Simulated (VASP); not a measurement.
# Ca (I4_1/amd) in VASP: notebook

Runs on Ca. Level: PBE. Tasks: single point, relaxation of cell and atoms.

All numbers are computed with VASP 6.6.1; they aren't measurements. Logs are shortened: lines on timing, memory, paths and dates and some standing lists are left out, and cuts for length are marked.

## 1. The cell of the first run

Symmetry: I4_1/amd, No. 141, tetragonal system. Conventional cell: a = 6.769 Å, b = 6.769 Å, c = 3.689 Å, α = 90.00°, β = 90.00°, γ = 90.00°. Ca (site symmetry -4m2) has 10 Ca at 3.51 to 4.37 Å within 4.6 Å.

## 2. Single point, PBE

Contents of INCAR:

```
ALGO     = Normal         # electronic algorithm
EDIFF    = 1E-7           # SCF threshold, eV
ENCUT    = 520            # plane-wave cutoff, eV
GGA      = PE             # functional
ISIF     = 2              # what is computed and relaxed
ISMEAR   = 0              # smearing method
LASPH    = T              # aspherical terms in the spheres
LCHARG   = F              # write CHGCAR
LREAL    = F              # projectors in reciprocal space
LWAVE    = F              # write WAVECAR
NBANDS   = 17             # bands
NELM     = 100            # most SCF steps
PREC     = Accurate       # precision mode
SIGMA    = 0.1            # smearing width, eV
```

Contents of KPOINTS:

```
k-points
0
Gamma
  6 6 6
```

Contents of POSCAR:

```
Ca
1.0
   -3.3844905612      3.3844905612      1.8444014197
    3.3844905612     -3.3844905612      1.8444014197
    3.3844905612      3.3844905612     -1.8444014197
Ca
2
Direct
    0.5000000000      0.5000000000      0.0000000000
    0.2500000000      0.7500000000      0.5000000000
```

Potentials or basis: VASP PAW PBE potentials, release 64 (Ca_sv).

Launch:

```console
cat potpaw_PBE.64/Ca_sv/POTCAR > POTCAR
mpirun -np 1 vasp_std > vasp.out
```

OUTCAR:

```text
EDIFF = 1E-7
   ENCUT = 520
   GGA = PE
   ISIF = 2
   ISMEAR = 0
   LASPH = T
   LREAL = F
   NELM = 100
   PREC = Accurate

 ion  position               nearest neighbor table
   1  0.500  0.500  0.000-
   2  0.250  0.750  0.500-

  LATTYP: Found a body centered tetragonal cell.
 ALAT       =     6.7689811224
 C/A-ratio  =     0.5449568809

  Lattice vectors:

 A1 = (  -3.3844905612,   3.3844905612,   1.8444014197)
 A2 = (   3.3844905612,  -3.3844905612,   1.8444014197)
 A3 = (   3.3844905612,   3.3844905612,  -1.8444014197)

Analysis of symmetry for initial positions (statically):
=====================================================================
 Subroutine PRICEL returns:
 Original cell was already a primitive cell.

 Routine SETGRP: Setting up the symmetry group for a
 body centered tetragonal supercell.

 Subroutine GETGRP returns: Found 16 space group operations
 (whereof  8 operations were pure point group operations)
 out of a pool of 16 trial point group operations.

The static configuration has the point symmetry D_2d.
 The point group associated with its full space group is D_4h.

Analysis of symmetry for dynamics (positions and initial velocities):
=====================================================================
 Subroutine PRICEL returns:
 Original cell was already a primitive cell.

 Routine SETGRP: Setting up the symmetry group for a
 body centered tetragonal supercell.

 Subroutine GETGRP returns: Found 16 space group operations
 (whereof  8 operations were pure point group operations)
 out of a pool of 16 trial point group operations.

The dynamic configuration has the point symmetry D_2d.
 The point group associated with its full space group is D_4h.

 Subroutine INISYM returns: Found 16 space group operations
 (whereof  8 operations are pure point group operations),
 and found     1 'primitive' translations

----------------------------------------------------------------------------------------

                                     Primitive cell

  volume of cell :      84.5088

  direct lattice vectors                    reciprocal lattice vectors
    -3.384490561  3.384490561  1.844401420     0.000000000  0.147732721  0.271090661
     3.384490561 -3.384490561  1.844401420     0.147732721  0.000000000  0.271090661
     3.384490561  3.384490561 -1.844401420     0.147732721  0.147732721  0.000000000

  length of vectors
     5.129460919  5.129460919  5.129460919     0.308731442  0.308731442  0.208925618

  position of ions in fractional coordinates (direct lattice)
     0.500000000  0.500000000  0.000000000
     0.250000000  0.750000000  0.500000000

  ion indices of the primitive-cell ions
   primitive index   ion index
                 1           1
                 2           2

----------------------------------------------------------------------------------------

 KPOINTS: k-points

Automatic generation of k-mesh.
 Grid dimensions read from file:
 generate k-points for:    6    6    6

 Generating k-lattice:

  Cartesian coordinates                     Fractional coordinates (reciprocal lattice)
     0.000000000  0.024622120  0.045181777     0.166666667  0.000000000  0.000000000
     0.024622120  0.000000000  0.045181777     0.000000000  0.166666667  0.000000000
     0.024622120  0.024622120  0.000000000     0.000000000  0.000000000  0.166666667

  Length of vectors
     0.051455240  0.051455240  0.034820936

  Shift w.r.t. Gamma in fractional coordinates (k-lattice)
     0.000000000  0.000000000  0.000000000

 Subroutine IBZKPT returns following result:
 ===========================================

 Found     30 irreducible k-points:

 Following reciprocal coordinates:
            Coordinates               Weight
  0.000000  0.000000  0.000000      1.000000
  0.166667 -0.000000  0.000000      8.000000
  0.333333 -0.000000  0.000000      8.000000
  0.500000  0.000000  0.000000      4.000000
  0.166667  0.166667  0.000000      8.000000
  0.333333  0.166667  0.000000     16.000000
[... 16 lines left out ...]
 -0.333333 -0.333333  0.166667      8.000000
 -0.166667 -0.333333  0.166667      8.000000
 [... further k-points ...]
   k-points           NKPTS =     30   k-points in BZ     NKDIM =     30   number of bands    NBANDS=     17
   number of dos      NEDOS =    301   number of ions     NIONS =      2
   total plane-waves  NPLWV =  64000
   dimension x,y,z NGX =    40 NGY =   40 NGZ =   40
   dimension x,y,z NGXF=    80 NGYF=   80 NGZF=   80
   ions per type =               2
   NGX,Y,Z   is equivalent  to a cutoff of  12.96, 12.96, 12.96 a.u.
   NGXF,Y,Z  is equivalent  to a cutoff of  25.93, 25.93, 25.93 a.u.
 SYSTEM =  unknown system
   PREC   = accura    normal or accurate (medium, high low for compatibility)
   ISTART =      0    job   : 0-new  1-cont  2-samecut
   ICHARG =      2    charge: 1-file 2-atom 10-const
   ISPIN  =      1    spin polarized calculation?
   LNONCOLLINEAR =      F non collinear calculations
   LSORBIT =      F    spin-orbit coupling
   LASPH  =      T    aspherical Exc in radial PAW
   ENCUT  =  520.0 eV  38.22 Ry    6.18 a.u.   9.54  9.54  9.54*2*pi/ulx,y,z
   NELM   =    100;   NELMIN=  2; NELMDL= -5     # of ELM steps
   EDIFF  = 0.1E-06   stopping-criterion for ELM
   LREAL  =      F    real-space projection
   EDIFFG = 0.1E-05   stopping-criterion for IOM
   NSW    =      0    number of steps for IOM
   IBRION =     -1    ionic relax: 0-MD 1-quasi-New 2-CG
   NFREE  =      0    steps in history (QN), initial steepest desc. (CG)
   ISIF   =      2    stress and relaxation
   ISYM   =      2    0-nonsym 1-usesym 2-fastsym
   POTIM  = 0.5000    time-step for ionic-motion
   TEBEG  =    0.0;   TEEND  =   0.0 temperature during run
   PSTRESS=    0.0 pullay stress
   NELECT =      20.0000    total number of electrons
   NUPDOWN=      -1.0000    fix difference up-down
   EMIN   =  10.00;   EMAX   =-10.00  energy-range for DOS
   EFERMI =   0.00;   METHOD = LEGACY
   ISMEAR =     0;   SIGMA  =   0.10  broadening in eV -4-tet -1-fermi 0-gaus
   EFERMI_NEDOS =   21; number of points for ismear=-14 and -15
   IALGO  =     38    algorithm
   IMIX   =      4    mixing-type and parameters
     AMIX     =   0.40;   BMIX     =  1.00
     AMIX_MAG =   1.60;   BMIX_MAG =  1.00
  volume/ion in A,a.u.               =      42.25       285.15
  Fermi-wavevector in a.u.,A,eV,Ry     =   1.012630  1.913593 13.951681  1.025420
  Thomas-Fermi vector in A             =   2.145751
   LORBIT       =      0    0 simple, 1 ext, 2 COOP (PROOUT), +10 PAW based schemes
   GGA     = PE    functional components
   LHFCALC =     F    Hartree Fock is set to
   AEXX    =    0.0000 exact exchange contribution
   IVDW    =     0    specifies the selected vdW correction
   LEPSILON=     F    determine dielectric tensor
   LRPA    =     F    only Hartree local field effects (RPA)
 non-spin polarized calculation
 Gauss-broadening in eV      SIGMA  =   0.10
  energy-cutoff  :      520.00
  volume of cell :       84.51
 maximum number of plane-waves:      2303
 NGX is ok and might be reduce to    40
   NGX = 19   NGY = 19   NGZ = 19

 number of electron      19.9999999 magnetization

 Free energy of the ion-electron system (eV)
  ---------------------------------------------------
  ext. energy  EPLUGINS =         0.00000000
  ---------------------------------------------------
  free energy    TOTEN  =        -3.36056689 eV

  energy without entropy =       -3.34981054  energy(sigma->0) =       -3.35518871

 E-fermi :   1.8878     XC(G=0):  -7.7199

 val. band max:        1.8492717468   @ k =   0.1667  -0.0000   0.0000
 cond. band min:       1.9238864222   @ k =   0.3333   0.1667   0.0000
 fundamental gap:      0.0746146754
 Fermi energy:         1.8878048539

 k-point     1 :       0.0000    0.0000    0.0000
  band No.  band energies     occupation
      1     -40.2411      2.00000
      2     -40.2034      2.00000
      3     -21.3060      2.00000
      4     -21.3060      2.00000
      5     -21.1517      2.00000
      6     -21.1489      2.00000
[... 9 lines left out ...]
     16       5.1144      0.00000
     17       5.1213      0.00000

 k-point     2 :       0.1667   -0.0000    0.0000
  band No.  band energies     occupation
      1     -40.2366      2.00000
      2     -40.2030      2.00000
      3     -21.3032      2.00000
      4     -21.2906      2.00000
      5     -21.1863      2.00000
      6     -21.1811      2.00000
[... 9 lines left out ...]
     16       4.5565      0.00000
     17       4.7014      0.00000

 k-point     3 :       0.3333   -0.0000    0.0000
  band No.  band energies     occupation
      1     -40.2268      2.00000
      2     -40.2031      2.00000
      3     -21.2977      2.00000
      4     -21.2774      2.00000
      5     -21.2532      2.00000
      6     -21.2212      2.00000
[... 9 lines left out ...]
     16       4.3328      0.00000
     17       4.9027      0.00000

 k-point     4 :       0.5000    0.0000    0.0000
  band No.  band energies     occupation
      1     -40.2210      2.00000
      2     -40.2040      2.00000
      3     -21.3004      2.00000
      4     -21.2949      2.00000
      5     -21.2831      2.00000
      6     -21.2020      2.00000
[... 9 lines left out ...]
     16       4.6745      0.00000
     17       5.0838      0.00000
[... 343 lines left out ...]
      1     -40.2221      2.00000
      2     -40.2077      2.00000
      3     -21.3053      2.00000
      4     -21.2873      2.00000
      5     -21.2487      2.00000
      6     -21.2291      2.00000
[... 9 lines left out ...]
     16       4.4262      0.00000
     17       5.1710      0.00000

 k-point    23 :      -0.3333   -0.3333    0.1667
  band No.  band energies     occupation
      1     -40.2218      2.00000
      2     -40.2079      2.00000
      3     -21.3058      2.00000
      4     -21.2965      2.00000
      5     -21.2464      2.00000
      6     -21.2407      2.00000
[... 9 lines left out ...]
     16       4.3754      0.00000
     17       5.0906      0.00000

 k-point    24 :      -0.1667   -0.3333    0.1667
  band No.  band energies     occupation
      1     -40.2238      2.00000
      2     -40.2012      2.00000
      3     -21.3024      2.00000
      4     -21.2953      2.00000
      5     -21.2741      2.00000
      6     -21.2651      2.00000
[... 9 lines left out ...]
     16       4.1348      0.00000
     17       5.5880      0.00000

 [... further k-points ...]
[... 5 lines left out ...]
  --------------------------------------------------------------------------------------
  -------------------------------------------------------------------------------------
  Total        0.0759764      0.0759764      0.0150649      0.0000000      0.0000000      0.0000000
  in kB        1.4404146      1.4404146      0.2856113      0.0000000      0.0000000      0.0000000
  external PRESSURE =       1.0554802 kB  Pullay stress =       0.0000000 kB

 VOLUME and BASIS-vectors are now :
 -----------------------------------------------------------------------------
  energy-cutoff  :      520.00
  volume of cell :       84.51
      direct lattice vectors                 reciprocal lattice vectors
    -3.384490561  3.384490561  1.844401420     0.000000000  0.147732721  0.271090661
     3.384490561 -3.384490561  1.844401420     0.147732721  0.000000000  0.271090661
     3.384490561  3.384490561 -1.844401420     0.147732721  0.147732721  0.000000000

 POSITION                                       TOTAL-FORCE (eV/Angst)
 -----------------------------------------------------------------------------------
      0.00000      0.00000      1.84440        -0.000000      0.000000     -0.000000
      3.38449      0.00000      0.92220         0.000000     -0.000000      0.000000
 -----------------------------------------------------------------------------------
    total drift:                               -0.000000     -0.000000      0.000000

  FREE ENERGIE OF THE ION-ELECTRON SYSTEM (eV)
  ---------------------------------------------------
  free  energy   TOTEN  =        -3.3605668872 eV

  energy  without entropy=       -3.3498105360  energy(sigma->0) =       -3.35518871
```

It took 21 s on 1 thread of Intel Xeon 6975P-C (Granite Rapids), shared host; peak memory 0.24 GiB.

What came out:

- Free energy: -3.3606 eV
- Pressure: 0.1 GPa
- Band gap on the k mesh: zero (band 10 reaches 2.51 eV, above the bottom of band 11 at 1.50 eV)

## 3. Relaxation of cell and atoms, PBE

This run uses another cell than the first one, of 44.91 Å³/atom, 1.063 times its volume.

Contents of INCAR:

```
  PREC = Accurate
  ENCUT = 600
  EDIFF = 1E-6
  ISMEAR = 0
  SIGMA = 0.1
  LREAL = False
  LASPH = True
  NELM = 100
  ALGO = Normal
  ISIF = 3
  LWAVE = False
  LCHARG = False
  GGA = PE
  IBRION = 2
  NSW = 90
  EDIFFG = -0.04
```

Contents of KPOINTS:

```
regular mesh
0
Gamma
  6 6 6
```

Contents of POSCAR:

```
Ca
1.0
   -3.4759500921      3.4759500921      1.8585850953
    3.4759500921     -3.4759500921      1.8585850953
    3.4759500921      3.4759500921     -1.8585850953
Ca
2
Direct
    0.5000000000      0.5000000000      0.0000000000
    0.2500000000      0.7500000000      0.5000000000
```

Potentials or basis: VASP PAW PBE potentials, release 64 (Ca_sv).

Launch:

```console
cat potpaw_PBE.64/Ca_sv/POTCAR > POTCAR
mpirun -np 1 vasp_std > vasp.out
```

Wall time 51 s (1 thread of Intel Xeon 6975P-C (Granite Rapids), shared host); peak memory 0.28 GiB.

The run converged. Its results:

```yaml
Free_energy: -3.3611 eV
Relaxed_volume: 42.69 Å³/atom
Relaxed_cell: a = 5.148 Å, b = 5.148 Å, c = 5.148 Å, α = 97.41°, β = 97.41°, γ = 137.91°
Space_group_after_relaxing_to_0.05_Å: I4_1/amd (No. 141)
Energy_gained_by_relaxing: 5.2 meV/atom
Ionic_steps: 3
Pressure_after_relaxing: 0.0 GPa
Band_gap_on_the_k_mesh: zero (band 10 reaches 2.48 eV, above the bottom of band 11 at 1.46 eV)
```

The path:
```
step  energy change (eV)  largest force (eV/Å)  pressure (GPa)  volume (Å³)
   1              0.0000                0.0000           -0.57        89.82
   2             -0.0072                0.0000           -0.34        87.78
   3             -0.0104                0.0000           -0.02        85.37
```

Final structure:
```cif
data_structure
_symmetry_space_group_name_H-M 'P 1'
_symmetry_Int_Tables_number 1
_cell_length_a 5.1484
_cell_length_b 5.1484
_cell_length_c 5.1484
_cell_angle_alpha 97.409
_cell_angle_beta 97.409
_cell_angle_gamma 137.910
_cell_volume 85.37
loop_
_atom_site_label
_atom_site_type_symbol
_atom_site_fract_x
_atom_site_fract_y
_atom_site_fract_z
_atom_site_occupancy
Ca1 Ca 0.50000 0.50000 0.00000 1
Ca2 Ca 0.25000 0.75000 0.50000 1
```

Levels at points of the mesh, in eV from the Fermi level:
| k point | band 8 | band 9 | band 10 | band 11 | band 12 | band 13 |
| --- | --- | --- | --- | --- | --- | --- |
| (0.00, 0.00, 0.00) | -23.05 | -3.90 | -0.22 | 0.82 | 1.16 | 1.71 |
| (0.50, 0.00, 0.00) | -23.04 | -0.83 | -0.32 | 0.08 | 1.15 | 1.33 |
| (0.50, 0.50, 0.00) | -23.05 | -2.17 | -2.17 | 1.16 | 1.16 | 1.55 |
| (0.50, 0.50, 0.50) | -23.03 | -1.11 | -1.11 | -0.40 | -0.40 | 1.66 |
